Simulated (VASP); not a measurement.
# FePt (P4/mmm) in VASP: further runs

The runs below take FePt through single point, relaxation of cell and atoms, with PBE.

Program: VASP 6.6.1. These are calculated values, not measurements. Logs are shortened: lines on timing, memory, paths and dates and some standing lists are left out, and cuts for length are marked.

### Step 1. The cell of the first run

It takes space group P4/mmm (No. 123, tetragonal). Conventional cell: a = 2.734 Å, b = 2.734 Å, c = 3.756 Å, α = 90.00°, β = 90.00°, γ = 90.00°. Within 3.6 Å of Fe (site symmetry 4/mmm) lie 8 Pt at 2.70 Å and 4 Fe at 2.73 Å. Pt (site symmetry 4/mmm) has 8 Fe at 2.70 Å and 4 Pt at 2.73 Å within 3.6 Å.

### Step 2. Single point, PBE, collinear spin, ferromagnetic start

The input, INCAR:

```
SYSTEM = FePt
PREC = Accurate ; ENCUT = 520
EDIFF = 1E-6 ; ISMEAR = 0
SIGMA = 0.05 ; LREAL = .False.
LASPH = .True. ; NELM = 150
ALGO = Fast ; ISIF = 2
LWAVE = .False. ; LCHARG = .True.
ISPIN = 2 ; MAGMOM = 2.5 0
LORBIT = 11 ; LMAXMIX = 4
GGA = PE ; LELF = .True.
LVHAR = .True. ; NBANDS = 20
```

The input, KPOINTS:

```
Automatic mesh
0
Gamma
  8 8 6
  0 0 0
```

The input, POSCAR:

```
FePt
1.0
    2.7339132779      0.0000000000      0.0000000000
    0.0000000000      2.7339132779      0.0000000000
    0.0000000000      0.0000000000      3.7555747857
Fe Pt
1 1
Direct
    0.5000000000      0.5000000000      0.5000000000
    0.0000000000      0.0000000000      0.0000000000
```

Potentials or basis: VASP PAW PBE potentials, release 64 (Fe, Pt).

On the command line:

```bash
$ cat potpaw_PBE.64/Fe/POTCAR potpaw_PBE.64/Pt/POTCAR > POTCAR
$ mpirun -np 1 vasp_std > vasp.out
```

OUTCAR:

```text
SYSTEM = FePt
   PREC = Accurate
   ENCUT = 520
   EDIFF = 1E-6
   ISMEAR = 0
   LREAL = .False.
   LASPH = .True.
   NELM = 150
   ISIF = 2
   ISPIN = 2
   LORBIT = 11
   GGA = PE

 ion  position               nearest neighbor table
   1  0.500  0.500  0.500-   2 2.70   2 2.70   2 2.70   2 2.70   2 2.70   2 2.70   2 2.70   2 2.70

   2  0.000  0.000  0.000-   1 2.70   1 2.70   1 2.70   1 2.70   1 2.70   1 2.70   1 2.70   1 2.70

  LATTYP: Found a simple tetragonal cell.
 ALAT       =     2.7339132779
 C/A-ratio  =     1.3736993108

  Lattice vectors:

 A1 = (   2.7339132779,   0.0000000000,   0.0000000000)
 A2 = (   0.0000000000,   2.7339132779,   0.0000000000)
 A3 = (   0.0000000000,   0.0000000000,   3.7555747857)

Analysis of symmetry for initial positions (statically):
=====================================================================
 Subroutine PRICEL returns:
 Original cell was already a primitive cell.

 Routine SETGRP: Setting up the symmetry group for a
 simple tetragonal supercell.

 Subroutine GETGRP returns: Found 16 space group operations
 (whereof 16 operations were pure point group operations)
 out of a pool of 16 trial point group operations.

The static configuration has the point symmetry D_4h.

Analysis of symmetry for dynamics (positions and initial velocities):
=====================================================================
 Subroutine PRICEL returns:
 Original cell was already a primitive cell.

 Routine SETGRP: Setting up the symmetry group for a
 simple tetragonal supercell.

 Subroutine GETGRP returns: Found 16 space group operations
 (whereof 16 operations were pure point group operations)
 out of a pool of 16 trial point group operations.

The dynamic configuration has the point symmetry D_4h.

Analysis of structural, dynamic, and magnetic symmetry:
=====================================================================
 Subroutine PRICEL returns:
 Original cell was already a primitive cell.

 Routine SETGRP: Setting up the symmetry group for a
 simple tetragonal supercell.

 Subroutine GETGRP returns: Found 16 space group operations
 (whereof 16 operations were pure point group operations)
 out of a pool of 16 trial point group operations.

The overall configuration has the point symmetry D_4h.

 Subroutine INISYM returns: Found 16 space group operations
 (whereof 16 operations are pure point group operations),
 and found     1 'primitive' translations

----------------------------------------------------------------------------------------

                                     Primitive cell

  volume of cell :      28.0702

  direct lattice vectors                    reciprocal lattice vectors
     2.733913278  0.000000000  0.000000000     0.365776050  0.000000000  0.000000000
     0.000000000  2.733913278  0.000000000     0.000000000  0.365776050  0.000000000
     0.000000000  0.000000000  3.755574786     0.000000000  0.000000000  0.266270826

  length of vectors
     2.733913278  2.733913278  3.755574786     0.365776050  0.365776050  0.266270826

  position of ions in fractional coordinates (direct lattice)
     0.500000000  0.500000000  0.500000000
     0.000000000  0.000000000  0.000000000

  ion indices of the primitive-cell ions
   primitive index   ion index
                 1           1
                 2           2

----------------------------------------------------------------------------------------

 KPOINTS: Automatic mesh

Automatic generation of k-mesh.
 Grid dimensions read from file:
 generate k-points for:    8    8    6

 Generating k-lattice:

  Cartesian coordinates                     Fractional coordinates (reciprocal lattice)
     0.045722006  0.000000000  0.000000000     0.125000000  0.000000000  0.000000000
     0.000000000  0.045722006  0.000000000     0.000000000  0.125000000  0.000000000
     0.000000000  0.000000000  0.044378471     0.000000000  0.000000000  0.166666667

  Length of vectors
     0.045722006  0.045722006  0.044378471

  Shift w.r.t. Gamma in fractional coordinates (k-lattice)
     0.000000000  0.000000000  0.000000000

 Subroutine IBZKPT returns following result:
 ===========================================

 Found     60 irreducible k-points:

 Following reciprocal coordinates:
            Coordinates               Weight
  0.000000  0.000000  0.000000      1.000000
  0.125000  0.000000  0.000000      4.000000
  0.250000  0.000000  0.000000      4.000000
  0.375000  0.000000  0.000000      4.000000
  0.500000  0.000000  0.000000      2.000000
  0.125000  0.125000  0.000000      4.000000
[... 16 lines left out ...]
  0.375000  0.125000  0.166667     16.000000
  0.500000  0.125000  0.166667      8.000000
 [... further k-points ...]
   k-points           NKPTS =     60   k-points in BZ     NKDIM =     60   number of bands    NBANDS=     20
   number of dos      NEDOS =    301   number of ions     NIONS =      2
   total plane-waves  NPLWV =  11200
   dimension x,y,z NGX =    20 NGY =   20 NGZ =   28
   dimension x,y,z NGXF=    40 NGYF=   40 NGZF=   56
   ions per type =               1   1
   NGX,Y,Z   is equivalent  to a cutoff of  12.16, 12.16, 12.39 a.u.
   NGXF,Y,Z  is equivalent  to a cutoff of  24.32, 24.32, 24.79 a.u.
 SYSTEM =  FePt
   PREC   = accura    normal or accurate (medium, high low for compatibility)
   ISTART =      0    job   : 0-new  1-cont  2-samecut
   ICHARG =      2    charge: 1-file 2-atom 10-const
   ISPIN  =      2    spin polarized calculation?
   LNONCOLLINEAR =      F non collinear calculations
   LSORBIT =      F    spin-orbit coupling
   LASPH  =      T    aspherical Exc in radial PAW
   ENCUT  =  520.0 eV  38.22 Ry    6.18 a.u.   5.08  5.08  6.98*2*pi/ulx,y,z
   NELM   =    150;   NELMIN=  2; NELMDL= -5     # of ELM steps
   EDIFF  = 0.1E-05   stopping-criterion for ELM
   LREAL  =      F    real-space projection
   EDIFFG = 0.1E-04   stopping-criterion for IOM
   NSW    =      0    number of steps for IOM
   IBRION =     -1    ionic relax: 0-MD 1-quasi-New 2-CG
   NFREE  =      0    steps in history (QN), initial steepest desc. (CG)
   ISIF   =      2    stress and relaxation
   ISYM   =      2    0-nonsym 1-usesym 2-fastsym
   POTIM  = 0.5000    time-step for ionic-motion
   TEBEG  =    0.0;   TEEND  =   0.0 temperature during run
   PSTRESS=    0.0 pullay stress
   NELECT =      18.0000    total number of electrons
   NUPDOWN=      -1.0000    fix difference up-down
   EMIN   =  10.00;   EMAX   =-10.00  energy-range for DOS
   EFERMI =   0.00;   METHOD = LEGACY
   ISMEAR =     0;   SIGMA  =   0.05  broadening in eV -4-tet -1-fermi 0-gaus
   EFERMI_NEDOS =   21; number of points for ismear=-14 and -15
   IALGO  =     68    algorithm
   IMIX   =      4    mixing-type and parameters
     AMIX     =   0.40;   BMIX     =  1.00
     AMIX_MAG =   1.60;   BMIX_MAG =  1.00
  volume/ion in A,a.u.               =      14.04        94.71
  Fermi-wavevector in a.u.,A,eV,Ry     =   1.411726  2.667775 27.116002  1.992970
  Thomas-Fermi vector in A             =   2.533548
   LORBIT       =     11    0 simple, 1 ext, 2 COOP (PROOUT), +10 PAW based schemes
   GGA     = PE    functional components
   LHFCALC =     F    Hartree Fock is set to
   AEXX    =    0.0000 exact exchange contribution
   IVDW    =     0    specifies the selected vdW correction
   LEPSILON=     F    determine dielectric tensor
   LRPA    =     F    only Hartree local field effects (RPA)
 spin polarized calculation
 RMM-DIIS sequential band-by-band and
 Gauss-broadening in eV      SIGMA  =   0.05
  energy-cutoff  :      520.00
  volume of cell :       28.07
 maximum number of plane-waves:       784
   NGX = 11   NGY = 11   NGZ = 13

 number of electron      17.9999990 magnetization       3.3407928

 Free energy of the ion-electron system (eV)
  ---------------------------------------------------
  ext. energy  EPLUGINS =         0.00000000
  ---------------------------------------------------
  free energy    TOTEN  =       -14.82207981 eV

  energy without entropy =      -14.82045213  energy(sigma->0) =      -14.82126597

 E-fermi :   8.3406     XC(G=0): -12.9596

 val. band max:        8.3381514006   @ k =   0.1250   0.0000   0.1667
 cond. band min:       8.3462185588   @ k =   0.5000   0.3750   0.3333
 fundamental gap:      0.0080671582
 Fermi energy:         8.3405930769

 spin component 1

 k-point     1 :       0.0000    0.0000    0.0000
  band No.  band energies     occupation
      1      -0.9904      1.00000
      2       2.2332      1.00000
      3       2.4207      1.00000
      4       5.0485      1.00000
      5       5.0485      1.00000
      6       5.5153      1.00000
[... 12 lines left out ...]
     19      29.9006      0.00000
     20      29.9012      0.00000

 k-point     2 :       0.1250    0.0000    0.0000
  band No.  band energies     occupation
      1      -0.5949      1.00000
      2       2.4351      1.00000
      3       2.6959      1.00000
      4       4.8947      1.00000
      5       5.1592      1.00000
      6       5.6111      1.00000
[... 12 lines left out ...]
     19      30.1268      0.00000
     20      30.2518      0.00000

 k-point     3 :       0.2500    0.0000    0.0000
  band No.  band energies     occupation
      1       0.4592      1.00000
      2       2.8790      1.00000
      3       3.4888      1.00000
      4       4.4794      1.00000
      5       5.4716      1.00000
      6       5.6491      1.00000
[... 12 lines left out ...]
     19      29.7157      0.00000
     20      31.9863      0.00000

 k-point     4 :       0.3750    0.0000    0.0000
  band No.  band energies     occupation
      1       1.7545      1.00000
      2       3.4936      1.00000
      3       3.9847      1.00000
      4       4.2055      1.00000
      5       5.1787      1.00000
      6       5.3362      1.00000
[... 429 lines left out ...]
 k-point    23 :       0.3750    0.1250    0.1667
  band No.  band energies     occupation
      1       2.1484      1.00000
      2       3.3522      1.00000
      3       3.8909      1.00000
      4       4.3381      1.00000
      5       4.8664      1.00000
      6       5.2649      1.00000
[... 12 lines left out ...]
     19      28.7613      0.00000
     20      29.5493      0.00000

 k-point    24 :       0.5000    0.1250    0.1667
  band No.  band energies     occupation
      1       2.7780      1.00000
      2       2.9519      1.00000
      3       4.1795      1.00000
      4       4.2684      1.00000
      5       4.8449      1.00000
      6       5.2623      1.00000
[... 12 lines left out ...]
     19      28.2730      0.00000
     20      30.1526      0.00000

 [... further k-points ...]

 spin component 2

 k-point     1 :       0.0000    0.0000    0.0000
  band No.  band energies     occupation
      1      -0.8488      1.00000
      2       2.8220      1.00000
      3       2.8244      1.00000
      4       6.1811      1.00000
      5       6.1811      1.00000
      6       7.6660      1.00000
[... 12 lines left out ...]
     19      30.0098      0.00000
     20      30.0109      0.00000

 k-point     2 :       0.1250    0.0000    0.0000
  band No.  band energies     occupation
      1      -0.4510      1.00000
      2       2.9646      1.00000
      3       3.1731      1.00000
      4       5.8020      1.00000
      5       6.2896      1.00000
      6       7.4791      1.00000
[... 12 lines left out ...]
     19      30.4232      0.00000
     20      30.7526      0.00000

 k-point     3 :       0.2500    0.0000    0.0000
  band No.  band energies     occupation
      1       0.6075      1.00000
      2       3.3519      1.00000
      3       4.0846      1.00000
      4       4.9684      1.00000
      5       6.5840      1.00000
      6       6.8650      1.00000
[... 12 lines left out ...]
     19      29.8939      0.00000
     20      31.9344      0.00000

 k-point     4 :       0.3750    0.0000    0.0000
  band No.  band energies     occupation
      1       1.8996      1.00000
      2       3.8846      1.00000
      3       4.2519      1.00000
      4       4.9606      1.00000
      5       6.3038      1.00000
      6       6.9508      1.00000
[... 429 lines left out ...]
 k-point    23 :       0.3750    0.1250    0.1667
  band No.  band energies     occupation
      1       2.4043      1.00000
      2       3.7477      1.00000
      3       4.4269      1.00000
      4       4.8894      1.00000
      5       5.8643      1.00000
      6       6.4131      1.00000
[... 12 lines left out ...]
     19      29.2210      0.00000
     20      29.7257      0.00000

 k-point    24 :       0.5000    0.1250    0.1667
  band No.  band energies     occupation
      1       3.1033      1.00000
      2       3.3665      1.00000
      3       4.5980      1.00000
      4       4.7403      1.00000
      5       5.8972      1.00000
      6       6.7624      1.00000
[... 12 lines left out ...]
     19      28.7786      0.00000
     20      30.1683      0.00000

 [... further k-points ...]
[... 5 lines left out ...]
  --------------------------------------------------------------------------------------
  -------------------------------------------------------------------------------------
  Total       -0.1225349     -0.1225349     -0.0752876      0.0000000      0.0000000      0.0000000
  in kB       -6.9939805     -6.9939805     -4.2972268      0.0000000      0.0000000      0.0000000
  external PRESSURE =      -6.0950626 kB  Pullay stress =       0.0000000 kB

 VOLUME and BASIS-vectors are now :
 -----------------------------------------------------------------------------
  energy-cutoff  :      520.00
  volume of cell :       28.07
      direct lattice vectors                 reciprocal lattice vectors
     2.733913278  0.000000000  0.000000000     0.365776050  0.000000000  0.000000000
     0.000000000  2.733913278  0.000000000     0.000000000  0.365776050  0.000000000
     0.000000000  0.000000000  3.755574786     0.000000000  0.000000000  0.266270826

 POSITION                                       TOTAL-FORCE (eV/Angst)
 -----------------------------------------------------------------------------------
      1.36696      1.36696      1.87779         0.000000      0.000000      0.000000
      0.00000      0.00000      0.00000         0.000000      0.000000      0.000000
 -----------------------------------------------------------------------------------
    total drift:                               -0.000000      0.000000      0.000000

  FREE ENERGIE OF THE ION-ELECTRON SYSTEM (eV)
  ---------------------------------------------------
  free  energy   TOTEN  =       -14.8220798080 eV

  energy  without entropy=      -14.8204521333  energy(sigma->0) =      -14.82126597

 total charge

# of ion       s       p       d       tot
------------------------------------------
    1        0.402   0.440   6.105   6.947
    2        0.708   0.644   8.047   9.400
--------------------------------------------------
tot          1.110   1.084  14.152  16.347

 magnetization (x)

# of ion       s       p       d       tot
------------------------------------------
    1        0.005  -0.003   2.966   2.968
    2       -0.024  -0.063   0.437   0.350
--------------------------------------------------
tot         -0.019  -0.066   3.403   3.318
```

Run time: 87 s. Hardware: 1 thread of AMD EPYC 9755, shared host; peak memory 0.15 GiB.

Results:

```yaml
Free_energy: -14.8221 eV
Pressure: -0.6 GPa
Net_moment: 3.34 μB per cell
Site_moments: Fe +2.97; Pt +0.35 μB
Valence_electrons_inside_the_program's_atomic_spheres: Fe 6.95; Pt 9.40
```

Caveat: spin-orbit coupling is left out, which moves the levels of the heavy elements.

### Step 3. Relaxation of cell and atoms, PBE, collinear spin, ferromagnetic start

This run uses another cell than the first one, of 13.84 Å³/atom.

The input, INCAR:

```
  PREC = Accurate
  ENCUT = 600
  EDIFF = 1E-6
  ISMEAR = 0
  SIGMA = 0.05
  LREAL = False
  LASPH = True
  NELM = 150
  ALGO = Normal
  ISIF = 3
  LWAVE = False
  LCHARG = False
  ISPIN = 2
  MAGMOM = 2.5 0
  LORBIT = 11
  LMAXMIX = 4
  GGA = PE
  IBRION = 2
  NSW = 80
  EDIFFG = -0.03
```

The input, KPOINTS:

```
Automatic mesh
0
Gamma
  8 8 6
```

The input, POSCAR:

```
FePt
1.0
    2.7306961071      0.0000000000      0.0000000000
    0.0000000000      2.7306961071      0.0000000000
    0.0000000000      0.0000000000      3.7122924491
Fe Pt
1 1
Direct
    0.5000000000      0.5000000000      0.5000000000
    0.0000000000      0.0000000000      0.0000000000
```

Potentials or basis: VASP PAW PBE potentials, release 64 (Fe, Pt).

On the command line:

```bash
$ cat potpaw_PBE.64/Fe/POTCAR potpaw_PBE.64/Pt/POTCAR > POTCAR
$ mpirun -np 1 vasp_std > vasp.out
```

It took 4.8 min on 1 thread of AMD EPYC 9755, shared host; peak memory 0.17 GiB.

The run converged. Its results:

```yaml
Free_energy: -14.8218 eV
Relaxed_volume: 14.01 Å³/atom
Relaxed_cell: a = 2.731 Å, b = 2.731 Å, c = 3.759 Å, α = 90.00°, β = 90.00°, γ = 90.00°
Space_group_after_relaxing_to_0.1_Å: P4/mmm (No. 123)
Energy_gained_by_relaxing: 1.7 meV/atom
Ionic_steps: 6
Pressure_after_relaxing: -0.2 GPa
Net_moment: 3.33 μB per cell
Site_moments: Fe +2.96; Pt +0.35 μB
Valence_electrons_inside_the_program's_atomic_spheres: Fe 6.95; Pt 9.40
```

The path:
```
step  energy change (eV)  largest force (eV/Å)  pressure (GPa)  volume (Å³)
   1              0.0000                0.0000            2.49        27.68
   2              0.0036                0.0000           -3.84        28.55
   3             -0.0028                0.0000           -0.11        28.02
   4             -0.0028                0.0000           -0.33        28.03
   5             -0.0032                0.0000           -0.20        28.03
   6             -0.0034                0.0000           -0.21        28.03
```

Final structure:
```
CELL_PARAMETERS angstrom
2.73071 0.00000 0.00000
0.00000 2.73071 0.00000
0.00000 0.00000 3.75860
ATOMIC_POSITIONS crystal
Fe 0.50000 0.50000 0.50000
Pt 0.00000 0.00000 0.00000
```

Levels at points of the mesh, in eV from the Fermi level:
Spin up:
```
           k point  band 7  band 8  band 9  band 10  band 11  band 12  band 13  band 14
(0.00, 0.00, 0.00)   -2.02   -1.85   -0.40    -0.33    -0.33     2.29     9.55    11.78
(0.50, 0.00, 0.00)   -2.49   -2.44   -2.08    -1.46     0.22     2.15    10.40    10.46
(0.50, 0.50, 0.00)   -0.45   -0.44   -0.44     0.69     1.78     1.78     7.64    10.00
(0.00, 0.00, 0.50)   -2.24   -2.24   -1.97    -1.97    -1.79    -0.67    15.62    15.75
(0.50, 0.00, 0.50)   -1.15   -0.79   -0.45    -0.44    -0.33    -0.32     4.73     6.75
(0.50, 0.50, 0.50)   -2.25   -1.62   -1.00     0.69     6.90     6.90     7.73     8.40
```
Spin down:
```tsv
k point	band 4	band 5	band 6	band 7	band 8	band 9	band 10	band 11	band 12	band 13
(0.00, 0.00, 0.00)	-2.16	-2.16	-0.69	-0.58	0.67	1.78	1.78	1.79	2.48	10.41
(0.50, 0.00, 0.00)	-3.28	-2.26	-1.20	-1.02	-0.74	0.67	0.85	2.48	2.65	11.18
(0.50, 0.50, 0.00)	-4.51	1.08	1.35	1.73	1.81	1.84	1.84	1.92	1.92	8.45
(0.00, 0.00, 0.50)	-2.40	-1.71	-1.71	-1.26	-0.41	0.27	0.60	0.60	1.56	16.04
(0.50, 0.00, 0.50)	-2.65	-2.02	-0.33	-0.32	-0.23	1.04	1.59	1.67	1.73	5.70
(0.50, 0.50, 0.50)	-1.76	-1.35	-1.18	-1.18	0.88	1.08	1.82	7.62	7.62	8.61
```

Caveat: spin-orbit coupling is left out, which moves the levels of the heavy elements. PBE usually gives volumes a little too large and moduli too small.
